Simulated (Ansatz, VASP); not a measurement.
**In: VASP beside Ansatz**

```xyz
2
Lattice="0.0000 3.3654 3.3654 3.3654 0.0000 3.3654 3.3654 3.3654 0.0000" Properties=species:S:1:pos:R:3 pbc="T T T"
In    0.8414    0.8414    0.8414
In    5.8895    5.8895    5.8895
```

Alike in both runs: task single point; functional PBEsol; k mesh 9 × 9 × 9; occupations fermi-dirac, width 0.1 eV; no spin polarisation.

|  | VASP | Ansatz |
| --- | --- | --- |
| version | VASP 6.6.1 | Ansatz 0.2.0 |
| potentials or method | VASP PAW PBE potentials, release 64 (In_d), cutoff 520 eV | plane waves (420 eV) with PAW, scalar-relativistic |
| valence electrons in the cell | 26 | 26 |

```csv
,VASP,Ansatz,Ansatz less VASP
pressure (GPa),-1.8,-1.7,+0.04
```

VASP's potentials were made for PBE, not for PBEsol, and Ansatz warns of the same on its side.
